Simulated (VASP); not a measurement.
Here is a VASP 6.6.1 calculation.

File INCAR:

```
PREC     = Accurate       # precision mode
ENCUT    = 600            # plane-wave cutoff, eV
EDIFF    = 1E-6           # SCF threshold, eV
ISMEAR   = -1             # smearing method
SIGMA    = 0.05           # smearing width, eV
LREAL    = False          # projectors in reciprocal space
LASPH    = True           # aspherical terms in the spheres
NELM     = 120            # most SCF steps
ALGO     = Normal         # electronic algorithm
ISIF     = 2              # what is computed and relaxed
LWAVE    = False          # write WAVECAR
LCHARG   = True           # write CHGCAR
GGA      = PS             # functional
LELF     = True           # ELF
LVHAR    = True         
NBANDS   = 16             # bands
GGA_COMPAT= False
```

KPOINTS

```
Automatic mesh
0
Gamma
  13 13 13
```

The input POSCAR:

```
TiN
1.0
    0.0000000000      2.1636184092      2.1636184092
    2.1636184092      0.0000000000      2.1636184092
    2.1636184092      2.1636184092      0.0000000000
Ti N
1 1
Direct
    0.0000000000      0.0000000000      0.0000000000
    0.5000000000      0.5000000000      0.5000000000
```

Potentials or basis: VASP PAW PBE potentials, release 64 (Ti_sv, N).

The run is started by

```sh
$ cat potpaw_PBE.64/Ti_sv/POTCAR potpaw_PBE.64/N/POTCAR > POTCAR
$ mpirun -np 1 vasp_std > vasp.out
```

(1) Estimate the pressure.

## Answers

(1) -21.3 GPa.

Caveat: the PAW data sets were made with another functional, which shifts forces and pressure a little.
